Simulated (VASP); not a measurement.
Write the native input for VASP 6.6.1 that does the following.

- Task: single point
- Functional: revPBE
- Potentials or basis: VASP PAW PBE potentials, release 64 (Ge_d)
- Cutoff: 520 eV
- k mesh: 12 × 12 × 4
- Occupations: fermi-dirac, width 0.1 eV
- Spin: no spin polarisation
- Dipole correction: no
- Further INCAR settings: ALGO = Normal; EDIFF = 1e-07; NBANDS = 36

The structure of Ge lies in POSCAR:

```
Ge
1.0
    3.0367277957      0.0000000000      0.0000000000
   -1.5183638978      2.6298834154      0.0000000000
    0.0000000000      0.0000000000      9.9556797359
Ge
4
Direct
    1.0000000000      1.0000000000      0.0000000000
    1.0000000000      1.0000000000      0.5000000000
    0.3333333333      0.6666666667      0.2500000000
    0.6666666667      0.3333333333      0.7500000000
```

These files were run (other wordings do the same):

INCAR

```
SYSTEM = Ge
PREC = Accurate ; ENCUT = 520
EDIFF = 1E-7 ; ISMEAR = -1
SIGMA = 0.1 ; LREAL = .FALSE.
LASPH = .TRUE. ; NELM = 80
ALGO = Normal ; ISIF = 2
LWAVE = .FALSE. ; LCHARG = .FALSE.
GGA = RE ; NBANDS = 36
```

KPOINTS

```
regular mesh
0
G
  12 12 4
  0 0 0
```

Potentials or basis: VASP PAW PBE potentials, release 64 (Ge_d).

Run with:

```console
$ cat potpaw_PBE.64/Ge_d/POTCAR > POTCAR
$ mpirun -np 1 vasp_std > vasp.out
```

Results of the run:

```json
{
  "Pressure": "0.0 GPa",
  "Band gap on the k mesh": "zero (band 28 reaches 12.96 eV, above the bottom of band 29 at 3.49 eV)"
}
```

Caveat: the PAW data sets were made with another functional, which shifts forces and pressure a little.

Run time: 62 s on 1 thread of Intel(R) Xeon(R) 6975P-C (Granite Rapids), with other jobs on the host, peak memory 0.26 GiB.
